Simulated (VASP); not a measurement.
# MgSn2N2 (P-3m1) in VASP: further runs

The runs below take MgSn2N2 through single point, with PBE.

Everything below comes from runs of VASP 6.6.1. Logs are shortened: lines on timing, memory, paths and dates and some standing lists are left out, and cuts for length are marked.

### 1 The cell of the first run

Symmetry: P-3m1, No. 164, trigonal system. Conventional cell: a = 3.594 Å, b = 3.594 Å, c = 8.103 Å, α = 90.00°, β = 90.00°, γ = 120.00°. Within 4.4 Å of Mg (site symmetry -3m) lie 6 Sn at 3.31 Å and 6 Mg at 3.59 Å and 6 N at 3.77 Å. Sn (site symmetry 3m) has 4 N at 2.15 to 2.37 Å within 2.8 Å. N (site symmetry 3m) has 4 Sn at 2.15 to 2.37 Å and 3 N at 2.75 Å within 2.8 Å.

The cell was generated, and may not be a known phase.

### 2 Single point, PBE

INCAR

```
PREC     = Accurate       # precision mode
ENCUT    = 520            # plane-wave cutoff, eV
EDIFF    = 1E-6           # SCF threshold, eV
ISMEAR   = 0              # smearing method
SIGMA    = 0.1            # smearing width, eV
LREAL    = F              # projectors in reciprocal space
LASPH    = T              # aspherical terms in the spheres
NELM     = 60             # most SCF steps
ALGO     = Normal         # electronic algorithm
ISIF     = 2              # what is computed and relaxed
LWAVE    = F              # write WAVECAR
LCHARG   = F              # write CHGCAR
GGA      = PE             # functional
NBANDS   = 28             # bands
```

KPOINTS

```
regular mesh
0
Gamma
  6 6 4
```

POSCAR

```
MgSn2N2
1.0
    3.5937087686      0.0000000000      0.0000000000
   -1.7968543843      3.1122430874      0.0000000000
    0.0000000000      0.0000000000      8.1030795743
Mg Sn N
1 2 2
Direct
    0.0000000000      0.0000000000      0.0000000000
    0.6666666667      0.3333333333      0.6819582999
    0.3333333333      0.6666666667      0.3180417001
    0.6666666667      0.3333333333      0.3890334197
    0.3333333333      0.6666666667      0.6109665803
```

Potentials or basis: VASP PAW PBE potentials, release 64 (Mg, Sn_d, N).

On the command line:

```
$ cat potpaw_PBE.64/Mg/POTCAR potpaw_PBE.64/Sn_d/POTCAR potpaw_PBE.64/N/POTCAR > POTCAR
$ mpirun -np 1 vasp_std > vasp.out
```

OUTCAR:

```text
PREC = Accurate
   ENCUT = 520
   EDIFF = 1E-6
   ISMEAR = 0
   LREAL = F
   LASPH = T
   NELM = 60
   ISIF = 2
   GGA = PE

 ion  position               nearest neighbor table
   1  0.000  0.000  0.000-   2 3.31   3 3.31   3 3.31   2 3.31   2 3.31   3 3.31
   2  0.667  0.333  0.682-   5 2.15   5 2.15   5 2.15   4 2.37   1 3.31   1 3.31   1 3.31   3 3.61
                             3 3.61   3 3.61
   3  0.333  0.667  0.318-   4 2.15   4 2.15   4 2.15   5 2.37   1 3.31   1 3.31   1 3.31   2 3.61
                             2 3.61   2 3.61
   4  0.667  0.333  0.389-   3 2.15   3 2.15   3 2.15   2 2.37
   5  0.333  0.667  0.611-   2 2.15   2 2.15   2 2.15   3 2.37

  LATTYP: Found a hexagonal cell.
 ALAT       =     3.5937087686
 C/A-ratio  =     2.2547958380

  Lattice vectors:

 A1 = (   3.5937087686,   0.0000000000,   0.0000000000)
 A2 = (  -1.7968543843,   3.1122430874,   0.0000000000)
 A3 = (   0.0000000000,   0.0000000000,   8.1030795743)

Analysis of symmetry for initial positions (statically):
=====================================================================
 Subroutine PRICEL returns:
 Original cell was already a primitive cell.

 Routine SETGRP: Setting up the symmetry group for a
 hexagonal supercell.

 Subroutine GETGRP returns: Found 12 space group operations
 (whereof 12 operations were pure point group operations)
 out of a pool of 24 trial point group operations.

The static configuration has the point symmetry D_3d.

Analysis of symmetry for dynamics (positions and initial velocities):
=====================================================================
 Subroutine PRICEL returns:
 Original cell was already a primitive cell.

 Routine SETGRP: Setting up the symmetry group for a
 hexagonal supercell.

 Subroutine GETGRP returns: Found 12 space group operations
 (whereof 12 operations were pure point group operations)
 out of a pool of 24 trial point group operations.

The dynamic configuration has the point symmetry D_3d.

 Subroutine INISYM returns: Found 12 space group operations
 (whereof 12 operations are pure point group operations),
 and found     1 'primitive' translations

----------------------------------------------------------------------------------------

                                     Primitive cell

  volume of cell :      90.6289

  direct lattice vectors                    reciprocal lattice vectors
     3.593708769  0.000000000  0.000000000     0.278264062  0.160655831  0.000000000
    -1.796854384  3.112243087  0.000000000     0.000000000  0.321311662  0.000000000
     0.000000000  0.000000000  8.103079574     0.000000000  0.000000000  0.123409870

  length of vectors
     3.593708769  3.593708769  8.103079574     0.321311662  0.321311662  0.123409870

  position of ions in fractional coordinates (direct lattice)
     0.000000000  0.000000000  0.000000000
     0.666666667  0.333333333  0.681958300
     0.333333333  0.666666667  0.318041700
     0.666666667  0.333333333  0.389033420
     0.333333333  0.666666667  0.610966580

  ion indices of the primitive-cell ions
   primitive index   ion index
                 1           1
                 2           2
                 3           3
                 4           4
                 5           5

----------------------------------------------------------------------------------------

 KPOINTS: regular mesh

Automatic generation of k-mesh.
 Grid dimensions read from file:
 generate k-points for:    6    6    4

 Generating k-lattice:

  Cartesian coordinates                     Fractional coordinates (reciprocal lattice)
     0.046377344  0.026775972  0.000000000     0.166666667 -0.000000000  0.000000000
     0.000000000  0.053551944  0.000000000     0.000000000  0.166666667  0.000000000
     0.000000000  0.000000000  0.030852468     0.000000000  0.000000000  0.250000000

  Length of vectors
     0.053551944  0.053551944  0.030852468

  Shift w.r.t. Gamma in fractional coordinates (k-lattice)
     0.000000000  0.000000000  0.000000000

 Subroutine IBZKPT returns following result:
 ===========================================

 Found     24 irreducible k-points:

 Following reciprocal coordinates:
            Coordinates               Weight
  0.000000  0.000000  0.000000      1.000000
  0.166667  0.000000  0.000000      6.000000
  0.333333  0.000000  0.000000      6.000000
  0.500000  0.000000  0.000000      3.000000
  0.166667  0.166667  0.000000      6.000000
  0.333333  0.166667  0.000000     12.000000
[... 16 lines left out ...]
  0.333333  0.166667  0.500000     12.000000
  0.333333  0.333333  0.500000      2.000000
   k-points           NKPTS =     24   k-points in BZ     NKDIM =     24   number of bands    NBANDS=     28
   number of dos      NEDOS =    301   number of ions     NIONS =      5
   total plane-waves  NPLWV =  47040
   dimension x,y,z NGX =    28 NGY =   28 NGZ =   60
   dimension x,y,z NGXF=    56 NGYF=   56 NGZF=  120
   ions per type =               1   2   2
   NGX,Y,Z   is equivalent  to a cutoff of  12.95, 12.95, 12.31 a.u.
   NGXF,Y,Z  is equivalent  to a cutoff of  25.91, 25.91, 24.62 a.u.
 SYSTEM =  unknown system
   PREC   = accura    normal or accurate (medium, high low for compatibility)
   ISTART =      0    job   : 0-new  1-cont  2-samecut
   ICHARG =      2    charge: 1-file 2-atom 10-const
   ISPIN  =      1    spin polarized calculation?
   LNONCOLLINEAR =      F non collinear calculations
   LSORBIT =      F    spin-orbit coupling
   LASPH  =      T    aspherical Exc in radial PAW
   ENCUT  =  520.0 eV  38.22 Ry    6.18 a.u.   6.68  6.68 15.07*2*pi/ulx,y,z
   NELM   =     60;   NELMIN=  2; NELMDL= -5     # of ELM steps
   EDIFF  = 0.1E-05   stopping-criterion for ELM
   LREAL  =      F    real-space projection
   EDIFFG = 0.1E-04   stopping-criterion for IOM
   NSW    =      0    number of steps for IOM
   IBRION =     -1    ionic relax: 0-MD 1-quasi-New 2-CG
   NFREE  =      0    steps in history (QN), initial steepest desc. (CG)
   ISIF   =      2    stress and relaxation
   ISYM   =      2    0-nonsym 1-usesym 2-fastsym
   POTIM  = 0.5000    time-step for ionic-motion
   TEBEG  =    0.0;   TEEND  =   0.0 temperature during run
   PSTRESS=    0.0 pullay stress
   NELECT =      40.0000    total number of electrons
   NUPDOWN=      -1.0000    fix difference up-down
   EMIN   =  10.00;   EMAX   =-10.00  energy-range for DOS
   EFERMI =   0.00;   METHOD = LEGACY
   ISMEAR =     0;   SIGMA  =   0.10  broadening in eV -4-tet -1-fermi 0-gaus
   EFERMI_NEDOS =   21; number of points for ismear=-14 and -15
   IALGO  =     38    algorithm
   IMIX   =      4    mixing-type and parameters
     AMIX     =   0.40;   BMIX     =  1.00
     AMIX_MAG =   1.60;   BMIX_MAG =  1.00
  volume/ion in A,a.u.               =      18.13       122.32
  Fermi-wavevector in a.u.,A,eV,Ry     =   1.246444  2.355437 21.138309  1.553622
  Thomas-Fermi vector in A             =   2.380621
   LORBIT       =      0    0 simple, 1 ext, 2 COOP (PROOUT), +10 PAW based schemes
   GGA     = PE    functional components
   LHFCALC =     F    Hartree Fock is set to
   AEXX    =    0.0000 exact exchange contribution
   IVDW    =     0    specifies the selected vdW correction
   LEPSILON=     F    determine dielectric tensor
   LRPA    =     F    only Hartree local field effects (RPA)
 non-spin polarized calculation
 Gauss-broadening in eV      SIGMA  =   0.10
  energy-cutoff  :      520.00
  volume of cell :       90.63
 maximum number of plane-waves:      2467
 NGX is ok and might be reduce to    28
   NGX = 13   NGY = 13   NGZ = 31

 number of electron      40.0000008 magnetization

 Free energy of the ion-electron system (eV)
  ---------------------------------------------------
  ext. energy  EPLUGINS =         0.00000000
  ---------------------------------------------------
  free energy    TOTEN  =       -23.98805463 eV

  energy without entropy =      -23.98044421  energy(sigma->0) =      -23.98424942

 E-fermi :   6.4592     XC(G=0): -10.0213

 val. band max:        6.3980191891   @ k =   0.3333   0.1667   0.2500
 cond. band min:       6.5483976549   @ k =   0.5000   0.0000   0.2500
 fundamental gap:      0.1503784657
 Fermi energy:         6.4591914021

 k-point     1 :       0.0000    0.0000    0.0000
  band No.  band energies     occupation
      1     -15.2087      2.00000
      2     -15.1814      2.00000
      3     -15.1814      2.00000
      4     -15.1657      2.00000
      5     -15.1657      2.00000
      6     -15.1249      2.00000
[... 20 lines left out ...]
     27      12.8031      0.00000
     28      15.3180      0.00000

 k-point     2 :       0.1667    0.0000    0.0000
  band No.  band energies     occupation
      1     -15.2586      2.00000
      2     -15.1968      2.00000
      3     -15.1574      2.00000
      4     -15.1379      2.00000
      5     -15.1230      2.00000
      6     -15.0985      2.00000
[... 20 lines left out ...]
     27      12.9663      0.00000
     28      13.6645      0.00000

 k-point     3 :       0.3333    0.0000    0.0000
  band No.  band energies     occupation
      1     -15.3100      2.00000
      2     -15.2548      2.00000
      3     -15.1171      2.00000
      4     -15.0874      2.00000
      5     -15.0836      2.00000
      6     -15.0739      2.00000
[... 20 lines left out ...]
     27      12.8200      0.00000
     28      13.2932      0.00000

 k-point     4 :       0.5000    0.0000    0.0000
  band No.  band energies     occupation
      1     -15.3313      2.00000
      2     -15.2846      2.00000
      3     -15.1042      2.00000
      4     -15.0884      2.00000
      5     -15.0882      2.00000
      6     -15.0599      2.00000
[... 578 lines left out ...]
     27      12.1723      0.00000
     28      13.0054      0.00000

 k-point    23 :       0.3333    0.1667    0.5000
  band No.  band energies     occupation
      1     -15.3070      2.00000
      2     -15.2666      2.00000
      3     -15.1170      2.00000
      4     -15.0884      2.00000
      5     -15.0750      2.00000
      6     -15.0691      2.00000
[... 20 lines left out ...]
     27      12.8825      0.00000
     28      13.2665      0.00000

 k-point    24 :       0.3333    0.3333    0.5000
  band No.  band energies     occupation
      1     -15.2771      2.00000
      2     -15.2771      2.00000
      3     -15.1229      2.00000
      4     -15.0851      2.00000
      5     -15.0586      2.00000
      6     -15.0583      2.00000
[... 20 lines left out ...]
     27      12.5867      0.00000
     28      13.3167      0.00000

------------------------ aborting loop because EDIFF is reached ----------------------------------------

  FORCE on cell =-STRESS in cart. coord.  units (eV):
  Direction    XX          YY          ZZ          XY          YZ          ZX
  --------------------------------------------------------------------------------------
  -------------------------------------------------------------------------------------
  Total        0.0280720      0.0280720      0.1527081      0.0000000      0.0000000      0.0000000
  in kB        0.4962701      0.4962701      2.6996425      0.0000000      0.0000000      0.0000000
  external PRESSURE =       1.2307276 kB  Pullay stress =       0.0000000 kB

 VOLUME and BASIS-vectors are now :
 -----------------------------------------------------------------------------
  energy-cutoff  :      520.00
  volume of cell :       90.63
      direct lattice vectors                 reciprocal lattice vectors
     3.593708769  0.000000000  0.000000000     0.278264062  0.160655831  0.000000000
    -1.796854384  3.112243087  0.000000000     0.000000000  0.321311662  0.000000000
     0.000000000  0.000000000  8.103079574     0.000000000  0.000000000  0.123409870

 POSITION                                       TOTAL-FORCE (eV/Angst)
 -----------------------------------------------------------------------------------
      0.00000      0.00000      0.00000        -0.000000      0.000000     -0.000000
      1.79685      1.03741      5.52596         0.000000     -0.000000      0.040809
     -0.00000      2.07483      2.57712         0.000000      0.000000     -0.040809
      1.79685      1.03741      3.15237         0.000000      0.000000     -0.001375
     -0.00000      2.07483      4.95071        -0.000000      0.000000      0.001375
 -----------------------------------------------------------------------------------
    total drift:                                0.000000     -0.000000      0.000000

  FREE ENERGIE OF THE ION-ELECTRON SYSTEM (eV)
  ---------------------------------------------------
  free  energy   TOTEN  =       -23.9880546344 eV

  energy  without entropy=      -23.9804442094  energy(sigma->0) =      -23.98424942
```

It took 33 s on 1 thread of Intel Xeon 6975P-C (Granite Rapids), shared host; peak memory 0.23 GiB.

What came out:

| Quantity | Value |
| --- | --- |
| Free energy | -23.9881 eV |
| Pressure | 0.1 GPa |
| Largest force | 0.041 eV/Å |
| Band gap on the k mesh | zero (bands 20 and 21 overlap by 0.38 eV) |

Forces on the atoms (eV/Å):
```
Mg   0.000  0.000  0.000
Sn   0.000  0.000  0.041
Sn   0.000  0.000 -0.041
N    0.000  0.000 -0.001
N    0.000  0.000  0.001
```

Stress tensor (GPa, compression positive):
```
0.05 0.00 0.00
0.00 0.05 0.00
0.00 0.00 0.27
```

Caveat: semilocal functionals underestimate gaps, and a narrow one can read as zero; spin-orbit coupling is left out, which moves the levels of the heavy elements.

### 3 Single point, PBE

This run uses another cell than the first one, of 20.19 Å³/atom.

INCAR

```
SYSTEM = MgSn2N2
ALGO = Normal
EDIFF = 1E-6
ENCUT = 520
GGA = PE
ISIF = 2
ISMEAR = 0
LASPH = .True.
LCHARG = .True.
LELF = .True.
LREAL = .False.
LVHAR = .True.
LWAVE = .False.
NBANDS = 28
NELM = 60
PREC = Accurate
SIGMA = 0.1
```

KPOINTS

```
k-points
0
Gamma
  6 6 4
  0 0 0
```

POSCAR

```
MgSn2N2
1.0
    4.1963125000      0.0000000000      0.0000000000
   -2.0981562500      3.6341132300      0.0000000000
    0.0000000000      0.0000000000      6.6206929800
Mg Sn N
1 2 2
Direct
    0.0000000000      0.0000000000      0.0000000000
    0.6666666700      0.3333333300      0.7393728500
    0.3333333300      0.6666666700      0.2606271500
    0.6666666700      0.3333333300      0.3564681700
    0.3333333300      0.6666666700      0.6435318300
```

Potentials or basis: VASP PAW PBE potentials, release 64 (Mg, Sn_d, N).

On the command line:

```
$ cat potpaw_PBE.64/Mg/POTCAR potpaw_PBE.64/Sn_d/POTCAR potpaw_PBE.64/N/POTCAR > POTCAR
$ mpirun -np 1 vasp_std > vasp.out
```

It took 32 s on 1 thread of Intel Xeon 6975P-C (Granite Rapids), shared host; peak memory 0.25 GiB.

It converged, with:

- Free energy: -21.5252 eV
- Pressure: -10.3 GPa
- Largest force: 2.925 eV/Å
- Band gap on the k mesh: zero (bands 20 and 21 overlap by 0.41 eV)

Forces on the atoms (eV/Å):
```
Mg   0.000  0.000  0.000
Sn   0.000  0.000 -2.925
Sn   0.000  0.000  2.925
N    0.000  0.000  0.206
N    0.000  0.000 -0.206
```

Stress tensor (GPa, compression positive):
```
-10.84   0.00   0.00
  0.00 -10.84   0.00
  0.00   0.00  -9.21
```

Levels at points of the mesh, in eV from the Fermi level:
| k point | band 16 | band 17 | band 18 | band 19 | band 20 | band 21 | band 22 | band 23 | band 24 | band 25 |
| --- | --- | --- | --- | --- | --- | --- | --- | --- | --- | --- |
| (0.00, 0.00, 0.00) | -2.27 | -2.27 | -1.21 | -1.21 | 0.26 | 1.65 | 2.55 | 2.55 | 3.40 | 3.40 |
| (0.50, 0.00, 0.00) | -3.27 | -3.24 | -1.82 | -1.35 | -0.28 | 0.43 | 1.25 | 2.55 | 3.69 | 4.63 |
| (0.00, 0.00, 0.50) | -2.19 | -2.19 | -1.38 | -1.31 | -1.31 | 1.39 | 2.67 | 2.67 | 2.96 | 2.96 |
| (0.50, 0.00, 0.50) | -2.85 | -2.21 | -2.10 | -1.68 | -1.32 | -0.11 | 2.01 | 2.39 | 2.54 | 4.22 |

Caveat: the cell stands under tension; semilocal functionals underestimate gaps, and a narrow one can read as zero; spin-orbit coupling is left out, which moves the levels of the heavy elements; forces of over 1 eV/Å act on the atoms, so gaps and moduli don't describe the material at rest.

The gap in the log of VASP goes by the Fermi energy; the results here count the filled bands.